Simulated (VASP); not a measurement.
# Al3GaO6 (Cm) in VASP: notebook

Al3GaO6 is run at these levels: PBE, r2SCAN; tasks: single point.

Program: VASP 6.6.1. These are calculated values, not measurements. Logs are shortened: lines on timing, memory, paths and dates and some standing lists are left out, and cuts for length are marked.

## Step 1: The cell of the first run

It takes space group Cm (No. 8, monoclinic). The conventional cell has a = 12.095 Å, b = 2.983 Å, c = 5.720 Å, α = 90.00°, β = 103.69°, γ = 90.00°. Al (site symmetry m) has 6 O at 1.90 to 2.04 Å within 2.5 Å. Al (site symmetry m) has 4 O at 1.77 to 1.82 Å within 2.4 Å. Al (site symmetry m) has 4 O at 1.77 to 1.81 Å within 2.4 Å. Ga (site symmetry m) has 6 O at 1.95 to 2.08 Å within 2.6 Å. Within 2.4 Å of O (site symmetry m) lie 3 Al at 1.78 to 1.91 Å. Within 2.4 Å of O (site symmetry m) lie 2 Al at 1.77 Å and 1 Ga at 1.97 Å. O (site symmetry m) has 3 Al at 1.82 to 2.04 Å and 1 Ga at 2.04 Å within 2.4 Å. O (site symmetry m) has 2 Al at 1.81 to 1.97 Å and 2 Ga at 2.08 Å within 2.4 Å.

## Step 2: Single point, PBE

Contents of INCAR:

```
SYSTEM = Al3GaO6
PREC = Accurate
ENCUT = 520
EDIFF = 1E-6
ISMEAR = 0
SIGMA = 0.02
LREAL = .False.
LASPH = .True.
NELM = 60
ALGO = Normal
ISIF = 2
LWAVE = .False.
LCHARG = .False.
GGA = PE
NBANDS = 40
```

Contents of KPOINTS:

```
regular mesh
0
Gamma
  8 8 4
  0 0 0
```

Contents of POSCAR:

```
Al3GaO6
1.0
    6.0472680850     -1.4912987981      0.0006459381
    6.0472680850      1.4912987981      0.0006459381
   -1.3544954390      0.0000000000      5.5572257057
Al Ga O
3 1 6
Direct
    0.3433270141      0.3433270141      0.6860821908
    0.9079716992      0.9079716992      0.2028875493
    0.0872672755      0.0872672755      0.7921847485
    0.6570272324      0.6570272324      0.3161442617
    0.5052441576      0.5052441576      0.7424148337
    0.4897043641      0.4897043641      0.2544761794
    0.8300916616      0.8300916616      0.4383111229
    0.1757769932      0.1757769932      0.5771341839
    0.1612177446      0.1612177446      0.0994960663
    0.8423718578      0.8423718578      0.8908688636
```

Potentials or basis: VASP PAW PBE potentials, release 64 (Al, Ga_d, O).

On the command line:

```console
$ cat potpaw_PBE.64/Al/POTCAR potpaw_PBE.64/Ga_d/POTCAR potpaw_PBE.64/O/POTCAR > POTCAR
$ mpirun -np 1 vasp_std > vasp.out
```

OUTCAR:

```text
SYSTEM = Al3GaO6
   PREC = Accurate
   ENCUT = 520
   EDIFF = 1E-6
   ISMEAR = 0
   LREAL = .False.
   LASPH = .True.
   NELM = 60
   ISIF = 2
   GGA = PE

 ion  position               nearest neighbor table
   1  0.343  0.343  0.686-  10 1.90  10 1.90   5 1.91   8 1.97   7 2.04   7 2.04   4 3.09   4 3.09
                             3 3.23   3 3.23   2 3.24   2 3.24   3 3.29
   2  0.908  0.908  0.203-  10 1.77   6 1.77   6 1.77   7 1.82   1 3.24   1 3.24
   3  0.087  0.087  0.792-   9 1.77   5 1.78   5 1.78   8 1.81   1 3.23   1 3.23   1 3.29
   4  0.657  0.657  0.316-   9 1.95   9 1.95   6 1.97   7 2.04   8 2.08   8 2.08   1 3.09   1 3.09

   5  0.505  0.505  0.742-   3 1.78   3 1.78   1 1.91
   6  0.490  0.490  0.254-   2 1.77   2 1.77   4 1.97
   7  0.830  0.830  0.438-   2 1.82   1 2.04   1 2.04   4 2.04
   8  0.176  0.176  0.577-   3 1.81   1 1.97   4 2.08   4 2.08
   9  0.161  0.161  0.099-   3 1.77   4 1.95   4 1.95
  10  0.842  0.842  0.891-   2 1.77   1 1.90   1 1.90

  LATTYP: Found a base centered monoclinic cell.
 ALAT       =    12.0945362390
 B/A-ratio  =     0.2466070246
 C/A-ratio  =     0.4729337135
 COS(beta)  =    -0.2366996868

  Lattice vectors:

 A1 = (   6.0472680850,  -1.4912987981,   0.0006459381)
 A2 = (   6.0472680850,   1.4912987981,   0.0006459381)
 A3 = (  -1.3544954390,   0.0000000000,   5.5572257057)

Analysis of symmetry for initial positions (statically):
=====================================================================
 Subroutine PRICEL returns:
 Original cell was already a primitive cell.

 Routine SETGRP: Setting up the symmetry group for a
 base centered monoclinic supercell.

 Subroutine GETGRP returns: Found  2 space group operations
 (whereof  2 operations were pure point group operations)
 out of a pool of  4 trial point group operations.

The static configuration has the point symmetry C_1h.

Analysis of symmetry for dynamics (positions and initial velocities):
=====================================================================
 Subroutine PRICEL returns:
 Original cell was already a primitive cell.

 Routine SETGRP: Setting up the symmetry group for a
 base centered monoclinic supercell.

 Subroutine GETGRP returns: Found  2 space group operations
 (whereof  2 operations were pure point group operations)
 out of a pool of  4 trial point group operations.

The dynamic configuration has the point symmetry C_1h.

 Subroutine INISYM returns: Found  2 space group operations
 (whereof  2 operations are pure point group operations),
 and found     1 'primitive' translations

[... 123 lines left out ...]
   EMIN   =  10.00;   EMAX   =-10.00  energy-range for DOS
   EFERMI =   0.00;   METHOD = LEGACY
   ISMEAR =     0;   SIGMA  =   0.02  broadening in eV -4-tet -1-fermi 0-gaus
   EFERMI_NEDOS =   21; number of points for ismear=-14 and -15
   IALGO  =     38    algorithm
   IMIX   =      4    mixing-type and parameters
     AMIX     =   0.40;   BMIX     =  1.00
     AMIX_MAG =   1.60;   BMIX_MAG =  1.00
  volume/ion in A,a.u.               =      10.02        67.64
  Fermi-wavevector in a.u.,A,eV,Ry     =   1.364195  2.577955 25.320819  1.861028
  Thomas-Fermi vector in A             =   2.490532
   LORBIT       =      0    0 simple, 1 ext, 2 COOP (PROOUT), +10 PAW based schemes
   GGA     = PE    functional components
   LHFCALC =     F    Hartree Fock is set to
   AEXX    =    0.0000 exact exchange contribution
   IVDW    =     0    specifies the selected vdW correction
   LEPSILON=     F    determine dielectric tensor
   LRPA    =     F    only Hartree local field effects (RPA)
 non-spin polarized calculation
 Gauss-broadening in eV      SIGMA  =   0.02
  energy-cutoff  :      520.00
  volume of cell :      100.24
 maximum number of plane-waves:      2722
 NGX is ok and might be reduce to    48
   NGX = 23   NGY = 23   NGZ = 21

 number of electron      57.9999995 magnetization

 Free energy of the ion-electron system (eV)
  ---------------------------------------------------
  ext. energy  EPLUGINS =         0.00000000
  ---------------------------------------------------
  free energy    TOTEN  =       -70.81996057 eV

  energy without entropy =      -70.81996057  energy(sigma->0) =      -70.81996057

 E-fermi :   4.7538     XC(G=0): -11.0570

 val. band max:        4.5939905236   @ k =   0.5000   0.5000   0.5000
 cond. band min:       8.2782102316   @ k =   0.0000   0.0000   0.0000
 fundamental gap:      3.6842197080
 Fermi energy:         4.7537548386

 k-point     1 :       0.0000    0.0000    0.0000
  band No.  band energies     occupation
      1     -14.2086      2.00000
      2     -12.8933      2.00000
      3     -12.7404      2.00000
      4     -12.6590      2.00000
      5     -12.3305      2.00000
      6     -12.1170      2.00000
[... 1021 lines left out ...]
     39      16.4215      0.00000
     40      17.0004      0.00000

 [... further k-points ...]

------------------------ aborting loop because EDIFF is reached ----------------------------------------

  FORCE on cell =-STRESS in cart. coord.  units (eV):
  Direction    XX          YY          ZZ          XY          YZ          ZX
  --------------------------------------------------------------------------------------
  -------------------------------------------------------------------------------------
  Total        0.0725558      0.1369151      0.0966442      0.0000000      0.0000000      0.0136322
  in kB        1.1597377      2.1884609      1.5447680      0.0000000      0.0000000      0.2178987
  external PRESSURE =       1.6309889 kB  Pullay stress =       0.0000000 kB

 VOLUME and BASIS-vectors are now :
 -----------------------------------------------------------------------------
  energy-cutoff  :      520.00
  volume of cell :      100.24
      direct lattice vectors                 reciprocal lattice vectors
     6.047268085 -1.491298798  0.000645938     0.082679811 -0.335278216  0.020152039
     6.047268085  1.491298798  0.000645938     0.082679811  0.335278216  0.020152039
    -1.354495439  0.000000000  5.557225706    -0.000019220  0.000000000  0.179941219

 POSITION                                       TOTAL-FORCE (eV/Angst)
 -----------------------------------------------------------------------------------
      3.22309      0.00000      3.81316        -0.003744      0.000000     -0.003820
     10.70669      0.00000      1.12866        -0.008020      0.000000      0.007066
     -0.01755      0.00000      4.40246         0.003267      0.000000     -0.002716
      7.51822      0.00000      1.75773        -0.001160      0.000000     -0.000875
      5.10510      0.00000      4.12642        -0.011479      0.000000     -0.004204
      5.57806      0.00000      1.41481        -0.034647      0.000000     -0.004821
      9.44588      0.00000      2.43687         0.036813      0.000000      0.017747
      1.34422      0.00000      3.20749         0.003210      0.000000      0.044053
      1.81509      0.00000      0.55313         0.011504      0.000000     -0.044340
      8.98142      0.00000      4.95185         0.004257      0.000000     -0.008089
 -----------------------------------------------------------------------------------
    total drift:                                0.001495     -0.000000     -0.000075

  FREE ENERGIE OF THE ION-ELECTRON SYSTEM (eV)
  ---------------------------------------------------
  free  energy   TOTEN  =       -70.8199605653 eV

  energy  without entropy=      -70.8199605653  energy(sigma->0) =      -70.81996057
```

OSZICAR:

```text
N       E                     dE             d eps       ncg     rms          rms(c)
DAV:   1     0.560185442737E+03    0.56019E+03   -0.27739E+04  7048   0.184E+03
DAV:   2    -0.229795226873E+01   -0.56248E+03   -0.52199E+03  7320   0.530E+02
DAV:   3    -0.771781580888E+02   -0.74880E+02   -0.74014E+02  7088   0.154E+02
DAV:   4    -0.802354316206E+02   -0.30573E+01   -0.30472E+01  8144   0.353E+01
DAV:   5    -0.802996826069E+02   -0.64251E-01   -0.64225E-01  7456   0.477E+00    0.185E+01
DAV:   6    -0.707404439696E+02    0.95592E+01   -0.33949E+01  9528   0.500E+01    0.601E+00
DAV:   7    -0.708249350257E+02   -0.84491E-01   -0.18237E+00  7472   0.737E+00    0.359E+00
DAV:   8    -0.708174433378E+02    0.74917E-02   -0.19120E-01  7944   0.310E+00    0.792E-01
DAV:   9    -0.708183506415E+02   -0.90730E-03   -0.36797E-02  9704   0.141E+00    0.288E-01
DAV:  10    -0.708198174455E+02   -0.14668E-02   -0.65309E-03  7488   0.443E-01    0.145E-01
DAV:  11    -0.708199306082E+02   -0.11316E-03   -0.76279E-04  7904   0.194E-01    0.437E-02
DAV:  12    -0.708199515176E+02   -0.20909E-04   -0.72290E-05  7736   0.568E-02    0.246E-02
DAV:  13    -0.708199598390E+02   -0.83214E-05   -0.33906E-05  8032   0.414E-02    0.840E-03
DAV:  14    -0.708199605653E+02   -0.72624E-06   -0.51500E-06  7816   0.159E-02
   1 F= -.70819961E+02 E0= -.70819961E+02  d E =-.123562E-31
```

Run time: 12 min. Hardware: 1 thread of Oxide Virtual Turin-like, shared host; peak memory 0.45 GiB.

Results:

- Free energy: -70.8200 eV
- Pressure: 0.2 GPa
- Largest force: 0.046 eV/Å
- Band gap on the k mesh: 3.68 eV (least direct gap 3.90 eV)

Forces on the atoms (eV/Å):
```
Al  -0.004  0.000 -0.004
Al  -0.008  0.000  0.007
Al   0.003  0.000 -0.003
Ga  -0.001  0.000 -0.001
O   -0.011  0.000 -0.004
O   -0.035  0.000 -0.005
O    0.037  0.000  0.018
O    0.003  0.000  0.044
O    0.012  0.000 -0.044
O    0.004  0.000 -0.008
```

A k mesh can miss the band edges.

(Part 1 of 2 ends here.)
